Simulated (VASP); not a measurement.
# Ag (Im-3m) in VASP: further runs

Ag is run at these levels: PBE+D3(BJ), PBE+D4, RPBE+D3(BJ), RPBE+D4, r2SCAN; tasks: relaxation of cell and atoms, single point.

Everything below comes from runs of VASP 6.6.1. Logs are shortened: lines on timing, memory, paths and dates and some standing lists are left out, and cuts for length are marked.

## 1. The cell of the first run

Symmetry: Im-3m, No. 229, cubic system. Conventional cell: a = 3.311 Å, b = 3.311 Å, c = 3.311 Å, α = 90.00°, β = 90.00°, γ = 90.00°. Ag (site symmetry m-3m) has 14 Ag at 2.87 to 3.31 Å within 3.8 Å.

## 2. Relaxation of cell and atoms, PBE+D3(BJ)

INCAR

```
PREC = Accurate
ENCUT = 600
EDIFF = 1E-6
ISMEAR = -1
SIGMA = 0.05
LREAL = F
LASPH = T
NELM = 60
ALGO = Normal
ISIF = 3
LWAVE = F
LCHARG = F
GGA = PE
IVDW = 12
IBRION = 2
NSW = 60
EDIFFG = -0.01
```

KPOINTS

```
regular mesh
0
Gamma
  11 11 11
```

POSCAR

```
Ag
1.0
   -1.6556540000      1.6556540000      1.6556540000
    1.6556540000     -1.6556540000      1.6556540000
    1.6556540000      1.6556540000     -1.6556540000
Ag
1
Direct
    0.0000000000      0.0000000000      0.0000000000
```

Potentials or basis: VASP PAW PBE potentials, release 64 (Ag).

Command:

```bash
$ cat potpaw_PBE.64/Ag/POTCAR > POTCAR
$ mpirun -np 1 vasp_std > vasp.out
```

OUTCAR:

```text
PREC = Accurate
   ENCUT = 600
   EDIFF = 1E-6
   ISMEAR = -1
   LREAL = F
   LASPH = T
   NELM = 60
   ISIF = 3
   GGA = PE
   IVDW = 12
   IBRION = 2
   NSW = 60
   EDIFFG = -0.01
 IVDW          = 12

 ion  position               nearest neighbor table
   1  0.000  0.000  0.000-

  LATTYP: Found a body centered cubic cell.
 ALAT       =     3.3113080000

  Lattice vectors:

 A1 = (  -1.6556540000,   1.6556540000,   1.6556540000)
 A2 = (   1.6556540000,  -1.6556540000,   1.6556540000)
 A3 = (   1.6556540000,   1.6556540000,  -1.6556540000)

Analysis of symmetry for initial positions (statically):
=====================================================================
 Subroutine PRICEL returns:
 Original cell was already a primitive cell.

 Routine SETGRP: Setting up the symmetry group for a
 body centered cubic supercell.

 Subroutine GETGRP returns: Found 48 space group operations
[... 9 lines left out ...]

 Routine SETGRP: Setting up the symmetry group for a
 body centered cubic supercell.

 Subroutine GETGRP returns: Found 48 space group operations
[... 11 lines left out ...]
                                     Primitive cell

  volume of cell :      18.1538

  direct lattice vectors                    reciprocal lattice vectors
    -1.655654000  1.655654000  1.655654000     0.000000000  0.301995465  0.301995465
     1.655654000 -1.655654000  1.655654000     0.301995465  0.000000000  0.301995465
     1.655654000  1.655654000 -1.655654000     0.301995465  0.301995465  0.000000000

  length of vectors
     2.867676848  2.867676848  2.867676848     0.427086083  0.427086083  0.427086083

  position of ions in fractional coordinates (direct lattice)
     0.000000000  0.000000000  0.000000000

  ion indices of the primitive-cell ions
   primitive index   ion index
                 1           1

----------------------------------------------------------------------------------------

 KPOINTS: regular mesh

Automatic generation of k-mesh.
 Grid dimensions read from file:
 generate k-points for:   11   11   11

 Generating k-lattice:

  Cartesian coordinates                     Fractional coordinates (reciprocal lattice)
     0.000000000  0.027454133  0.027454133     0.090909091  0.000000000  0.000000000
     0.027454133  0.000000000  0.027454133     0.000000000  0.090909091  0.000000000
     0.027454133  0.027454133  0.000000000     0.000000000  0.000000000  0.090909091

  Length of vectors
     0.038826008  0.038826008  0.038826008

  Shift w.r.t. Gamma in fractional coordinates (k-lattice)
     0.000000000  0.000000000  0.000000000

 Subroutine IBZKPT returns following result:
 ===========================================

 Found     56 irreducible k-points:

 Following reciprocal coordinates:
            Coordinates               Weight
  0.000000  0.000000  0.000000      1.000000
  0.090909  0.000000  0.000000     12.000000
  0.181818  0.000000  0.000000     12.000000
  0.272727  0.000000  0.000000     12.000000
  0.363636  0.000000  0.000000     12.000000
  0.454545  0.000000  0.000000     12.000000
[... 16 lines left out ...]
  0.272727  0.181818  0.090909     48.000000
  0.363636  0.181818  0.090909     24.000000
 [... further k-points ...]
   k-points           NKPTS =     56   k-points in BZ     NKDIM =     56   number of bands    NBANDS=      9
   number of dos      NEDOS =    301   number of ions     NIONS =      1
   total plane-waves  NPLWV =  13824
   dimension x,y,z NGX =    24 NGY =   24 NGZ =   24
   dimension x,y,z NGXF=    48 NGYF=   48 NGZF=   48
   ions per type =               1
   NGX,Y,Z   is equivalent  to a cutoff of  13.91, 13.91, 13.91 a.u.
   NGXF,Y,Z  is equivalent  to a cutoff of  27.83, 27.83, 27.83 a.u.
 SYSTEM =  unknown system
   PREC   = accura    normal or accurate (medium, high low for compatibility)
   ISTART =      0    job   : 0-new  1-cont  2-samecut
   ICHARG =      2    charge: 1-file 2-atom 10-const
   ISPIN  =      1    spin polarized calculation?
   LNONCOLLINEAR =      F non collinear calculations
   LSORBIT =      F    spin-orbit coupling
   LASPH  =      T    aspherical Exc in radial PAW
   ENCUT  =  600.0 eV  44.10 Ry    6.64 a.u.   5.73  5.73  5.73*2*pi/ulx,y,z
   NELM   =     60;   NELMIN=  2; NELMDL= -5     # of ELM steps
   EDIFF  = 0.1E-05   stopping-criterion for ELM
   LREAL  =      F    real-space projection
   EDIFFG = -.1E-01   stopping-criterion for IOM
   NSW    =     60    number of steps for IOM
   IBRION =      2    ionic relax: 0-MD 1-quasi-New 2-CG
   NFREE  =      1    steps in history (QN), initial steepest desc. (CG)
   ISIF   =      3    stress and relaxation
   ISYM   =      2    0-nonsym 1-usesym 2-fastsym
   POTIM  = 0.5000    time-step for ionic-motion
   TEBEG  =    0.0;   TEEND  =   0.0 temperature during run
   PSTRESS=    0.0 pullay stress
   NELECT =      11.0000    total number of electrons
   NUPDOWN=      -1.0000    fix difference up-down
   EMIN   =  10.00;   EMAX   =-10.00  energy-range for DOS
   EFERMI =   0.00;   METHOD = LEGACY
   ISMEAR =    -1;   SIGMA  =   0.05  broadening in eV -4-tet -1-fermi 0-gaus
   EFERMI_NEDOS =   21; number of points for ismear=-14 and -15
   IALGO  =     38    algorithm
   IMIX   =      4    mixing-type and parameters
     AMIX     =   0.40;   BMIX     =  1.00
     AMIX_MAG =   1.60;   BMIX_MAG =  1.00
  volume/ion in A,a.u.               =      18.15       122.51
  Fermi-wavevector in a.u.,A,eV,Ry     =   1.385318  2.617871 26.111022  1.919106
  Thomas-Fermi vector in A             =   2.509739
   LORBIT       =      0    0 simple, 1 ext, 2 COOP (PROOUT), +10 PAW based schemes
   GGA     = PE    functional components
   LHFCALC =     F    Hartree Fock is set to
   AEXX    =    0.0000 exact exchange contribution
   IVDW    =    12    specifies the selected vdW correction
   LEPSILON=     F    determine dielectric tensor
   LRPA    =     F    only Hartree local field effects (RPA)
 conjugate gradient relaxation of ions
 non-spin polarized calculation
  energy-cutoff  :      600.00
  volume of cell :       18.15
 maximum number of plane-waves:       621
   NGX = 11   NGY = 11   NGZ = 11

--------------------------------------- Ionic step        1  -------------------------------------------

 number of electron      11.0000001 magnetization

 Free energy of the ion-electron system (eV)
  ---------------------------------------------------
  ext. energy  EPLUGINS =         0.00000000
  ---------------------------------------------------
  free energy    TOTEN  =        -2.69553071 eV

  energy without entropy =       -2.69214361  energy(sigma->0) =       -2.69383716

------------------------ aborting loop because EDIFF is reached ----------------------------------------

 Edisp (eV)   -0.55139

 E8    (eV) :    -0.2406

  FORCE on cell =-STRESS in cart. coord.  units (eV):
  Direction    XX          YY          ZZ          XY          YZ          ZX
  --------------------------------------------------------------------------------------
  -------------------------------------------------------------------------------------
  Total      -0.67105    -0.67105    -0.67105     0.00000     0.00000     0.00000
  in kB     -59.22395   -59.22395   -59.22395     0.00000     0.00000     0.00000
  external pressure =      -59.22 kB  Pullay stress =        0.00 kB
[... 59 lines left out ...]
  energy  without entropy=       -3.2587342934  energy(sigma->0) =       -3.26087792

--------------------------------------- Ionic step        3  -------------------------------------------

 number of electron      10.9999999 magnetization

 Free energy of the ion-electron system (eV)
  ---------------------------------------------------
  ext. energy  EPLUGINS =         0.00000000
  ---------------------------------------------------
  free energy    TOTEN  =        -2.68013495 eV

  energy without entropy =       -2.67625109  energy(sigma->0) =       -2.67819302

 E-fermi :   8.4654     XC(G=0): -12.2237

 val. band max:        8.4346959752   @ k =  -0.3636   0.4545   0.0909
 cond. band min:       8.5892738166   @ k =  -0.4545   0.4545   0.0909
 fundamental gap:      0.1545778414
 Fermi energy:         8.4654017788

 k-point     1 :       0.0000    0.0000    0.0000
  band No.  band energies     occupation
      1       0.6870      2.00000
      2       3.5384      2.00000
      3       3.5384      2.00000
      4       3.5384      2.00000
      5       4.8784      2.00000
      6       4.8784      2.00000
      7      26.4615      0.00000
      8      26.4615      0.00000
      9      26.4615      0.00000
[... 265 lines left out ...]
 k-point    24 :       0.3636    0.1818    0.0909
  band No.  band energies     occupation
      1       2.6285      2.00000
      2       2.9247      2.00000
      3       4.2381      2.00000
      4       4.9272      2.00000
      5       5.0473      2.00000
      6      11.2644      0.00000
      7      12.9801      0.00000
      8      17.4078      0.00000
      9      19.9549      0.00000

 [... further k-points ...]

------------------------ aborting loop because EDIFF is reached ----------------------------------------

 Edisp (eV)   -0.58960

 E8    (eV) :    -0.2573

  FORCE on cell =-STRESS in cart. coord.  units (eV):
  Direction    XX          YY          ZZ          XY          YZ          ZX
  --------------------------------------------------------------------------------------
  -------------------------------------------------------------------------------------
  Total      -0.00014    -0.00014    -0.00014    -0.00000     0.00000    -0.00000
  in kB      -0.01284    -0.01284    -0.01284    -0.00000     0.00000    -0.00000
  external pressure =       -0.01 kB  Pullay stress =        0.00 kB
[... 16 lines left out ...]
  FREE ENERGIE OF THE ION-ELECTRON SYSTEM (eV)
  ---------------------------------------------------
  free  energy   TOTEN  =        -3.2697320375 eV

  energy  without entropy=       -3.2658481766  energy(sigma->0) =       -3.26779011

 reached required accuracy - stopping structural energy minimisation
```

Run time: 12 s. Hardware: 1 thread of AMD EPYC 9R45 (Zen 5), shared host; peak memory 0.13 GiB.

Results:

- Free energy: -3.2697 eV
- Relaxed volume: 17.01 Å³/atom
- Relaxed cell: a = 2.806 Å, b = 2.806 Å, c = 2.806 Å, α = 109.47°, β = 109.47°, γ = 109.47°
- Space group after relaxing (to 0.05 Å): Im-3m (No. 229)
- Energy gained by relaxing: 22.8 meV/atom
- Ionic steps: 3
- Pressure after relaxing: 0.0 GPa
- Dispersion energy per atom: -0.590 eV

The path:
```csv
step,energy change (eV),largest force (eV/Å),pressure (GPa),volume (Å³)
1,0.0000,0.0000,-5.92,18.15
2,-0.0161,0.0000,4.01,16.45
3,-0.0228,0.0000,0.00,17.01
```

Final structure:
```cif
data_structure
_symmetry_space_group_name_H-M 'P 1'
_symmetry_Int_Tables_number 1
_cell_length_a 2.8060
_cell_length_b 2.8060
_cell_length_c 2.8060
_cell_angle_alpha 109.471
_cell_angle_beta 109.471
_cell_angle_gamma 109.471
_cell_volume 17.01
loop_
_atom_site_label
_atom_site_type_symbol
_atom_site_fract_x
_atom_site_fract_y
_atom_site_fract_z
_atom_site_occupancy
Ag1 Ag 0.00000 0.00000 0.00000 1
```

Caveat: pairwise dispersion overbinds metals, which lowers pressure and volume.

## 3. Relaxation of cell and atoms, PBE+D4

INCAR

```
SYSTEM = Ag
PREC = Accurate
ENCUT = 600
EDIFF = 1E-7
ISMEAR = -1
SIGMA = 0.05
LREAL = .False.
LASPH = .True.
NELM = 100
ALGO = Normal
ISIF = 3
LWAVE = .False.
LCHARG = .False.
GGA = PE
IVDW = 13
IBRION = 2
NSW = 60
EDIFFG = -0.01
```

KPOINTS

```
regular mesh
0
Gamma
  11 11 11
  0 0 0
```

POSCAR is that of step 2.

Potentials or basis: VASP PAW PBE potentials, release 64 (Ag).

Command:

```bash
$ cat potpaw_PBE.64/Ag/POTCAR > POTCAR
$ mpirun -np 1 vasp_std > vasp.out
```

It took 14 s on 1 thread of AMD EPYC 9R45 (Zen 5), shared host; peak memory 0.12 GiB.

It converged, with:

```
Free energy                            : -3.2486 eV
Relaxed volume                         : 17.13 Å³/atom
Relaxed cell                           : a = 2.813 Å, b = 2.813 Å, c = 2.813 Å, α = 109.47°, β = 109.47°, γ = 109.47°
Space group after relaxing (to 0.05 Å) : Im-3m (No. 229)
Energy gained by relaxing              : 18.2 meV/atom
Ionic steps                            : 3
Pressure after relaxing                : 0.0 GPa
Dispersion energy per atom             : -0.565 eV
```

The path:
| step | energy change (eV) | largest force (eV/Å) | pressure (GPa) | volume (Å³) |
| --- | --- | --- | --- | --- |
| 1 | 0.0000 | 0.0000 | -5.32 | 18.15 |
| 2 | -0.0128 | 0.0000 | 3.53 | 16.62 |
| 3 | -0.0182 | 0.0000 | 0.00 | 17.13 |

Final structure:
```
Ag
1.0
    -1.62384    1.62384    1.62384
     1.62384   -1.62384    1.62384
     1.62384    1.62384   -1.62384
Ag
1
Cartesian
  0.0000 0.0000 0.0000
```

Levels at points of the mesh, in eV from the Fermi level:
```
           k point  band 3  band 4  band 5  band 6  band 7  band 8  band 9
(0.00, 0.00, 0.00)   -4.90   -4.90   -3.58   -3.58   17.97   17.97   17.97
```

Caveat: pairwise dispersion overbinds metals, which lowers pressure and volume.

## 4. Relaxation of cell and atoms, RPBE+D3(BJ)

INCAR: that of step 3 with these lines changed.

```diff
@@ -8,3 +8,3 @@
 LASPH = .True.
-NELM = 100
+NELM = 60
 ALGO = Normal
@@ -13,4 +13,4 @@
 LCHARG = .False.
-GGA = PE
-IVDW = 13
+GGA = RP
+IVDW = 12
 IBRION = 2
```

KPOINTS is that of step 3.

POSCAR is that of step 3.

Command:

```bash
$ cat potpaw_PBE.64/Ag/POTCAR > POTCAR
$ mpirun -np 1 vasp_std > vasp.out
```

Wall time 22 s (1 thread of AMD EPYC 9R45 (Zen 5), shared host); peak memory 0.14 GiB.

It converged, with:

- Free energy: -5.3555 eV
- Relaxed volume: 14.20 Å³/atom
- Relaxed cell: a = 2.642 Å, b = 2.642 Å, c = 2.642 Å, α = 109.47°, β = 109.47°, γ = 109.47°
- Space group after relaxing (to 0.05 Å): Im-3m (No. 229)
- Energy gained by relaxing: 462.8 meV/atom
- Ionic steps: 5
- Pressure after relaxing: 0.0 GPa
- Dispersion energy per atom: -3.658 eV

Step by step:
| step | energy change (eV) | largest force (eV/Å) | pressure (GPa) | volume (Å³) |
| --- | --- | --- | --- | --- |
| 1 | 0.0000 | 0.0000 | -28.92 | 18.15 |
| 2 | 0.5271 | 0.0000 | 123.72 | 10.83 |
| 3 | -0.4602 | 0.0000 | -3.51 | 14.44 |
| 4 | -0.4624 | 0.0000 | -1.38 | 14.29 |
| 5 | -0.4628 | 0.0000 | 0.01 | 14.20 |

Final structure:
```
CELL_PARAMETERS angstrom
-1.52561 1.52561 1.52561
1.52561 -1.52561 1.52561
1.52561 1.52561 -1.52561
ATOMIC_POSITIONS crystal
Ag 0.00000 0.00000 0.00000
```

Levels at points of the mesh, in eV from the Fermi level:
```
           k point  band 3  band 4  band 5  band 6  band 7  band 8  band 9
(0.00, 0.00, 0.00)   -5.78   -5.78   -3.99   -3.99   18.47   18.47   18.47
```

Caveat: the volume moved by over 15 % at a fixed basis, so the end points are rough; the PAW data sets were made with another functional, which shifts forces and pressure a little; pairwise dispersion overbinds metals, which lowers pressure and volume.

## 5. Relaxation of cell and atoms, RPBE+D4

INCAR

```
SYSTEM = Ag
PREC = Accurate
ENCUT = 600
EDIFF = 1E-6
ISMEAR = -1
SIGMA = 0.05
LREAL = .False.
LASPH = .True.
NELM = 100
ALGO = Normal
ISIF = 3
LWAVE = .False.
LCHARG = .False.
GGA = RP
IVDW = 13
IBRION = 2
NSW = 60
EDIFFG = -0.01
```

KPOINTS is that of step 4.

POSCAR is that of step 4.

Potentials or basis: VASP PAW PBE potentials, release 64 (Ag).

Command:

```bash
$ cat potpaw_PBE.64/Ag/POTCAR > POTCAR
$ mpirun -np 1 vasp_std > vasp.out
```

OUTCAR:

```text
SYSTEM = Ag
   PREC = Accurate
   ENCUT = 600
   EDIFF = 1E-6
   ISMEAR = -1
   LREAL = .False.
   LASPH = .True.
   NELM = 100
   ISIF = 3
   GGA = RP
   IVDW = 13
   IBRION = 2
   NSW = 60
   EDIFFG = -0.01

 ion  position               nearest neighbor table
   1  0.000  0.000  0.000-

  LATTYP: Found a body centered cubic cell.
 ALAT       =     3.3113080000

  Lattice vectors:

 A1 = (  -1.6556540000,   1.6556540000,   1.6556540000)
 A2 = (   1.6556540000,  -1.6556540000,   1.6556540000)
 A3 = (   1.6556540000,   1.6556540000,  -1.6556540000)

Analysis of symmetry for initial positions (statically):
=====================================================================
 Subroutine PRICEL returns:
 Original cell was already a primitive cell.

 Routine SETGRP: Setting up the symmetry group for a
 body centered cubic supercell.

[... 243 lines left out ...]

 Free energy of the ion-electron system (eV)
  ---------------------------------------------------
  ext. energy  EPLUGINS =         0.00000000
  ---------------------------------------------------
  free energy    TOTEN  =        -2.13537630 eV

  energy without entropy =       -2.13156822  energy(sigma->0) =       -2.13347226

 E-fermi :   8.5739     XC(G=0): -12.0719

 val. band max:        8.5434472810   @ k =  -0.3636   0.4545   0.0909
 cond. band min:       8.7063784946   @ k =  -0.4545   0.4545   0.0909
 fundamental gap:      0.1629312136
 Fermi energy:         8.5738959473

 k-point     1 :       0.0000    0.0000    0.0000
  band No.  band energies     occupation
      1       0.8392      2.00000
      2       3.6282      2.00000
      3       3.6282      2.00000
      4       3.6282      2.00000
      5       4.9522      2.00000
      6       4.9522      2.00000
      7      26.5354      0.00000
      8      26.5354      0.00000
      9      26.5354      0.00000
[... 265 lines left out ...]
 k-point    24 :       0.3636    0.1818    0.0909
  band No.  band energies     occupation
      1       2.7309      2.00000
      2       3.0228      2.00000
      3       4.3278      2.00000
      4       5.0012      2.00000
      5       5.1197      2.00000
      6      11.3624      0.00000
      7      13.0901      0.00000
      8      17.5105      0.00000
      9      20.0494      0.00000

 [... further k-points ...]

------------------------ aborting loop because EDIFF is reached ----------------------------------------

  DFT-D4 for vdW energy calculation

  Edisp (eV):   -1.11958
[... 24 lines left out ...]
  FREE ENERGIE OF THE ION-ELECTRON SYSTEM (eV)
  ---------------------------------------------------
  free  energy   TOTEN  =        -3.2549585475 eV

  energy  without entropy=       -3.2511504686  energy(sigma->0) =       -3.25305451

 reached required accuracy - stopping structural energy minimisation
```

CONTCAR:

```text
Ag
   1.00000000000000
    -1.6218130627343010    1.6218130627343010    1.6218130627343010
     1.6218130627343010   -1.6218130627343010    1.6218130627343010
     1.6218130627343010    1.6218130627343010   -1.6218130627343010
  Ag
     1
Direct
     0.0000000000000000    0.0000000000000000    0.0000000000000000

  0.00000000E+00  0.00000000E+00  0.00000000E+00
```

Wall time 12 s (1 thread of AMD EPYC 9R45 (Zen 5), shared host); peak memory 0.12 GiB.

Results:

```yaml
Free_energy: -3.2550 eV
Relaxed_volume: 17.06 Å³/atom
Relaxed_cell: a = 2.809 Å, b = 2.809 Å, c = 2.809 Å, α = 109.47°, β = 109.47°, γ = 109.47°
Space_group_after_relaxing_to_0.05_Å: Im-3m (No. 229)
Energy_gained_by_relaxing: 20.0 meV/atom
Ionic_steps: 3
Pressure_after_relaxing: 0.0 GPa
Dispersion_energy_per_atom: -1.120 eV
```

The path:
```tsv
step	energy change (eV)	largest force (eV/Å)	pressure (GPa)	volume (Å³)
1	0.0000	0.0000	-5.49	18.15
2	-0.0150	0.0000	3.37	16.57
3	-0.0200	0.0000	0.00	17.06
```

Final structure:
```cif
data_structure
_symmetry_space_group_name_H-M 'P 1'
_symmetry_Int_Tables_number 1
_cell_length_a 2.8091
_cell_length_b 2.8091
_cell_length_c 2.8091
_cell_angle_alpha 109.471
_cell_angle_beta 109.471
_cell_angle_gamma 109.471
_cell_volume 17.06
loop_
_atom_site_label
_atom_site_type_symbol
_atom_site_fract_x
_atom_site_fract_y
_atom_site_fract_z
_atom_site_occupancy
Ag1 Ag 0.00000 0.00000 0.00000 1
```

Caveat: the PAW data sets were made with another functional, which shifts forces and pressure a little; pairwise dispersion overbinds metals, which lowers pressure and volume.

[end of part 1 of 2]
